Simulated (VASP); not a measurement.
# Re (P6_3/mmc) in VASP: a series of runs

The runs below take Re through single point, with PBEsol.

All numbers are computed with VASP 6.6.1; they aren't measurements. Logs are shortened: lines on timing, memory, paths and dates and some standing lists are left out, and cuts for length are marked.

## 1. The cell of the first run

Symmetry: P6_3/mmc, No. 194, hexagonal system. The conventional cell has a = 2.723 Å, b = 2.723 Å, c = 4.398 Å, α = 90.00°, β = 90.00°, γ = 120.00°. Re (site symmetry -6m2) has 12 Re at 2.70 to 2.72 Å within 3.6 Å.

## 2. Single point, PBEsol

File INCAR:

```
PREC = Accurate ; ENCUT = 520
EDIFF = 1E-7 ; ISMEAR = -1
SIGMA = 0.05 ; LREAL = False
LASPH = True ; NELM = 60
ALGO = Normal ; ISIF = 2
LWAVE = False ; LCHARG = False
GGA = PS ; NBANDS = 14
```

File KPOINTS:

```
regular mesh
0
Gamma
  11 11 6
```

File POSCAR:

```
Re
1.0
    2.7234873179      0.0000000000      0.0000000000
   -1.3617436590      2.3586092042      0.0000000000
    0.0000000000      0.0000000000      4.3979466679
Re
2
Direct
    0.6666666667      0.3333333333      0.7500000000
    0.3333333333      0.6666666667      0.2500000000
```

Potentials or basis: VASP PAW PBE potentials, release 64 (Re).

Run with:

```sh
$ cat potpaw_PBE.64/Re/POTCAR > POTCAR
$ mpirun -np 1 vasp_std > vasp.out
```

OUTCAR:

```text
PREC = Accurate
   ENCUT = 520
   EDIFF = 1E-7
   ISMEAR = -1
   LREAL = False
   LASPH = True
   NELM = 60
   ISIF = 2
   GGA = PS

 ion  position               nearest neighbor table
   1  0.667  0.333  0.750-   2 2.70   2 2.70   2 2.70   2 2.70   2 2.70   2 2.70
   2  0.333  0.667  0.250-   1 2.70   1 2.70   1 2.70   1 2.70   1 2.70   1 2.70

  LATTYP: Found a hexagonal cell.
 ALAT       =     2.7234873179
 C/A-ratio  =     1.6148217908

  Lattice vectors:

 A1 = (   2.7234873179,   0.0000000000,   0.0000000000)
 A2 = (  -1.3617436590,   2.3586092042,   0.0000000000)
 A3 = (   0.0000000000,   0.0000000000,   4.3979466679)

Analysis of symmetry for initial positions (statically):
=====================================================================
 Subroutine PRICEL returns:
 Original cell was already a primitive cell.

 Routine SETGRP: Setting up the symmetry group for a
 hexagonal supercell.

 Subroutine GETGRP returns: Found 24 space group operations
 (whereof 12 operations were pure point group operations)
 out of a pool of 24 trial point group operations.

The static configuration has the point symmetry D_3d.
 The point group associated with its full space group is D_6h.

Analysis of symmetry for dynamics (positions and initial velocities):
=====================================================================
 Subroutine PRICEL returns:
 Original cell was already a primitive cell.

 Routine SETGRP: Setting up the symmetry group for a
 hexagonal supercell.

 Subroutine GETGRP returns: Found 24 space group operations
 (whereof 12 operations were pure point group operations)
 out of a pool of 24 trial point group operations.

The dynamic configuration has the point symmetry D_3d.
 The point group associated with its full space group is D_6h.

 Subroutine INISYM returns: Found 24 space group operations
 (whereof 12 operations are pure point group operations),
 and found     1 'primitive' translations

----------------------------------------------------------------------------------------

                                     Primitive cell

  volume of cell :      28.2508

  direct lattice vectors                    reciprocal lattice vectors
     2.723487318  0.000000000  0.000000000     0.367176301  0.211989336  0.000000000
    -1.361743659  2.358609204  0.000000000     0.000000000  0.423978673  0.000000000
     0.000000000  0.000000000  4.397946668     0.000000000  0.000000000  0.227378837

  length of vectors
     2.723487318  2.723487318  4.397946668     0.423978673  0.423978673  0.227378837

  position of ions in fractional coordinates (direct lattice)
     0.666666667  0.333333333  0.750000000
     0.333333333  0.666666667  0.250000000

  ion indices of the primitive-cell ions
   primitive index   ion index
                 1           1
                 2           2

----------------------------------------------------------------------------------------

 KPOINTS: regular mesh

Automatic generation of k-mesh.
 Grid dimensions read from file:
 generate k-points for:   11   11    6

 Generating k-lattice:

  Cartesian coordinates                     Fractional coordinates (reciprocal lattice)
     0.033379664  0.019271758  0.000000000     0.090909091  0.000000000  0.000000000
     0.000000000  0.038543516  0.000000000     0.000000000  0.090909091  0.000000000
     0.000000000  0.000000000  0.037896473     0.000000000  0.000000000  0.166666667

  Length of vectors
     0.038543516  0.038543516  0.037896473

  Shift w.r.t. Gamma in fractional coordinates (k-lattice)
     0.000000000  0.000000000  0.000000000

 Subroutine IBZKPT returns following result:
 ===========================================

 Found     64 irreducible k-points:

 Following reciprocal coordinates:
            Coordinates               Weight
  0.000000  0.000000  0.000000      1.000000
  0.090909 -0.000000  0.000000      6.000000
  0.181818 -0.000000  0.000000      6.000000
  0.272727  0.000000  0.000000      6.000000
  0.363636 -0.000000  0.000000      6.000000
  0.454545 -0.000000  0.000000      6.000000
[... 16 lines left out ...]
  0.090909  0.090909  0.166667     12.000000
  0.181818  0.090909  0.166667     24.000000
 [... further k-points ...]
   k-points           NKPTS =     64   k-points in BZ     NKDIM =     64   number of bands    NBANDS=     14
   number of dos      NEDOS =    301   number of ions     NIONS =      2
   total plane-waves  NPLWV =  14400
   dimension x,y,z NGX =    20 NGY =   20 NGZ =   36
   dimension x,y,z NGXF=    40 NGYF=   40 NGZF=   72
   ions per type =               2
   NGX,Y,Z   is equivalent  to a cutoff of  12.21, 12.21, 13.61 a.u.
   NGXF,Y,Z  is equivalent  to a cutoff of  24.42, 24.42, 27.22 a.u.
 SYSTEM =  unknown system
   PREC   = accura    normal or accurate (medium, high low for compatibility)
   ISTART =      0    job   : 0-new  1-cont  2-samecut
   ICHARG =      2    charge: 1-file 2-atom 10-const
   ISPIN  =      1    spin polarized calculation?
   LNONCOLLINEAR =      F non collinear calculations
   LSORBIT =      F    spin-orbit coupling
   LASPH  =      T    aspherical Exc in radial PAW
   ENCUT  =  520.0 eV  38.22 Ry    6.18 a.u.   5.06  5.06  8.18*2*pi/ulx,y,z
   NELM   =     60;   NELMIN=  2; NELMDL= -5     # of ELM steps
   EDIFF  = 0.1E-06   stopping-criterion for ELM
   LREAL  =      F    real-space projection
   EDIFFG = 0.1E-05   stopping-criterion for IOM
   NSW    =      0    number of steps for IOM
   IBRION =     -1    ionic relax: 0-MD 1-quasi-New 2-CG
   NFREE  =      0    steps in history (QN), initial steepest desc. (CG)
   ISIF   =      2    stress and relaxation
   ISYM   =      2    0-nonsym 1-usesym 2-fastsym
   POTIM  = 0.5000    time-step for ionic-motion
   TEBEG  =    0.0;   TEEND  =   0.0 temperature during run
   PSTRESS=    0.0 pullay stress
   NELECT =      14.0000    total number of electrons
   NUPDOWN=      -1.0000    fix difference up-down
   EMIN   =  10.00;   EMAX   =-10.00  energy-range for DOS
   EFERMI =   0.00;   METHOD = LEGACY
   ISMEAR =    -1;   SIGMA  =   0.05  broadening in eV -4-tet -1-fermi 0-gaus
   EFERMI_NEDOS =   21; number of points for ismear=-14 and -15
   IALGO  =     38    algorithm
   IMIX   =      4    mixing-type and parameters
     AMIX     =   0.40;   BMIX     =  1.00
     AMIX_MAG =   1.60;   BMIX_MAG =  1.00
  volume/ion in A,a.u.               =      14.13        95.32
  Fermi-wavevector in a.u.,A,eV,Ry     =   1.295509  2.448157 22.835248  1.678343
  Thomas-Fermi vector in A             =   2.427024
   LORBIT       =      0    0 simple, 1 ext, 2 COOP (PROOUT), +10 PAW based schemes
   GGA     = PS    functional components
   LHFCALC =     F    Hartree Fock is set to
   AEXX    =    0.0000 exact exchange contribution
   IVDW    =     0    specifies the selected vdW correction
   LEPSILON=     F    determine dielectric tensor
   LRPA    =     F    only Hartree local field effects (RPA)
 non-spin polarized calculation
  energy-cutoff  :      520.00
  volume of cell :       28.25
 maximum number of plane-waves:       782
   NGX = 11   NGY = 11   NGZ = 17

 number of electron      14.0000000 magnetization

 Free energy of the ion-electron system (eV)
  ---------------------------------------------------
  ext. energy  EPLUGINS =         0.00000000
  ---------------------------------------------------
  free energy    TOTEN  =       -26.70610562 eV

  energy without entropy =      -26.69370185  energy(sigma->0) =      -26.69990373

 E-fermi :   8.2430     XC(G=0): -14.0433

 val. band max:        8.2107228581   @ k =   0.3636  -0.0000   0.3333
 cond. band min:       8.2937566340   @ k =   0.1818   0.0909   0.0000
 fundamental gap:      0.0830337759
 Fermi energy:         8.2429672896

 k-point     1 :       0.0000    0.0000    0.0000
  band No.  band energies     occupation
      1      -1.9513      2.00000
      2       1.2809      2.00000
      3       6.5314      2.00000
      4       6.5314      2.00000
      5       6.5398      2.00000
      6       7.4287      2.00000
      7       7.4287      2.00000
      8       8.4176      0.05908
      9       8.4176      0.05908
     10       8.9380      0.00000
     11      11.7932      0.00000
     12      11.7932      0.00000
     13      18.7836      0.00000
     14      22.4529      0.00000

 k-point     2 :       0.0909   -0.0000    0.0000
  band No.  band energies     occupation
      1      -1.5985      2.00000
      2       1.6099      2.00000
      3       5.8600      2.00000
      4       6.8593      2.00000
      5       7.0586      2.00000
      6       7.2292      2.00000
      7       7.5866      2.00000
      8       7.7390      1.99992
      9       8.1472      1.74345
     10       8.3888      0.10258
     11      11.9783      0.00000
     12      13.1857      0.00000
     13      18.7725      0.00000
     14      23.2406      0.00000

 k-point     3 :       0.1818   -0.0000    0.0000
  band No.  band energies     occupation
      1      -0.6305      2.00000
      2       2.3815      2.00000
      3       5.1569      2.00000
      4       5.8475      2.00000
      5       6.5839      2.00000
      6       7.5498      2.00000
      7       7.8117      1.99964
      8       7.9328      1.99596
      9       7.9574      1.99340
     10       8.6331      0.00082
     11      12.3393      0.00000
     12      15.4985      0.00000
     13      18.5597      0.00000
     14      24.9059      0.00000
[... 324 lines left out ...]
 k-point    23 :       0.0909    0.0909    0.1667
  band No.  band energies     occupation
      1      -0.6241      2.00000
      2       2.2566      2.00000
      3       5.3309      2.00000
      4       5.6095      2.00000
      5       6.5480      2.00000
      6       7.1012      2.00000
      7       7.3479      2.00000
      8       7.9405      1.99529
      9       8.7316      0.00011
     10       8.7701      0.00005
     11      12.0911      0.00000
     12      13.9731      0.00000
     13      20.0543      0.00000
     14      23.9914      0.00000

 k-point    24 :       0.1818    0.0909    0.1667
  band No.  band energies     occupation
      1       0.4632      2.00000
      2       3.0671      2.00000
      3       4.4790      2.00000
      4       4.8172      2.00000
      5       6.1489      2.00000
      6       6.8890      2.00000
      7       7.5415      2.00000
      8       8.5312      0.00625
      9       9.2898      0.00000
     10       9.7112      0.00000
     11      12.2385      0.00000
     12      15.4619      0.00000
     13      19.9136      0.00000
     14      24.7301      0.00000

 [... further k-points ...]

------------------------ aborting loop because EDIFF is reached ----------------------------------------

  FORCE on cell =-STRESS in cart. coord.  units (eV):
  Direction    XX          YY          ZZ          XY          YZ          ZX
  --------------------------------------------------------------------------------------
  -------------------------------------------------------------------------------------
  Total        2.2428428      2.2428428      2.2581918     -0.0000000      0.0000000     -0.0000000
  in kB      127.1973627    127.1973627    128.0678432     -0.0000000      0.0000000     -0.0000000
  external PRESSURE =     127.4875228 kB  Pullay stress =       0.0000000 kB

 VOLUME and BASIS-vectors are now :
 -----------------------------------------------------------------------------
  energy-cutoff  :      520.00
  volume of cell :       28.25
      direct lattice vectors                 reciprocal lattice vectors
     2.723487318  0.000000000  0.000000000     0.367176301  0.211989336  0.000000000
    -1.361743659  2.358609204  0.000000000     0.000000000  0.423978673  0.000000000
     0.000000000  0.000000000  4.397946668     0.000000000  0.000000000  0.227378837

 POSITION                                       TOTAL-FORCE (eV/Angst)
 -----------------------------------------------------------------------------------
      1.36174      0.78620      3.29846         0.000000     -0.000000      0.000000
     -0.00000      1.57241      1.09949        -0.000000      0.000000      0.000000
 -----------------------------------------------------------------------------------
    total drift:                               -0.000000      0.000000     -0.000000

  FREE ENERGIE OF THE ION-ELECTRON SYSTEM (eV)
  ---------------------------------------------------
  free  energy   TOTEN  =       -26.7061056192 eV

  energy  without entropy=      -26.6937018488  energy(sigma->0) =      -26.69990373
```

Wall time 18 s (1 thread of Intel Xeon Platinum 8375C at 2.90GHz (Ice Lake), shared host); peak memory 0.15 GiB.

What came out:

| Property | Result |
| --- | --- |
| Free energy | -26.7061 eV |
| Pressure | 12.7 GPa |
| Band gap on the k mesh | zero (band 7 reaches 9.70 eV, above the bottom of band 8 at 6.40 eV) |

Stress tensor (GPa, compression positive):
```
12.72  0.00  0.00
 0.00 12.72  0.00
 0.00  0.00 12.81
```

Levels at points of the mesh, in eV from the Fermi level:
```
           k point  band 4  band 5  band 6  band 7  band 8  band 9  band 10  band 11
(0.00, 0.00, 0.00)   -1.71   -1.70   -0.81   -0.81    0.17    0.17     0.70     3.55
(0.00, 0.00, 0.50)   -2.52   -1.85   -1.85   -1.85   -1.85    2.70     2.70     2.70
```

Caveat: the PAW data sets were made with another functional, which shifts forces and pressure a little; spin-orbit coupling is left out, which moves the levels of the heavy elements.

(Part 1 of 2 ends here.)
